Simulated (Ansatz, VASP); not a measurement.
**TiAl3: VASP beside Ansatz**

```xyz
4
Lattice="-1.8886 1.8886 4.4675 1.8886 -1.8886 4.4675 1.8886 1.8886 -4.4675" Properties=species:S:1:pos:R:3 pbc="T T T"
Ti    0.0000    0.0000    0.0000
Al    0.0000    0.0000    4.4675
Al    0.0000    1.8886    2.2338
Al    1.8886    0.0000    2.2338
```

Alike in both runs: task single point; functional PBE; k mesh 16 × 16 × 16; occupations gaussian, width 0.15 eV; no spin polarisation.

|  | VASP | Ansatz |
| --- | --- | --- |
| version | VASP 6.6.1 | Ansatz 0.2.0 |
| potentials or method | VASP PAW PBE potentials, release 64 (Ti_sv, Al), cutoff 520 eV | scalar-relativistic, plane waves, PAW |
| valence electrons in the cell | 21 | 21 |

|  | VASP | Ansatz | Ansatz less VASP |
| --- | --- | --- | --- |
| gap on the k mesh at the Fermi level (eV) | none | none | - |
| pressure (GPa) | 0.5 | 0.5 | -0.01 |
| traceless stress, the component that is largest in VASP (GPa) | -6.68 | -6.68 | +0.001 |

A gap of «none» marks a metal or a gap that the smearing closes.
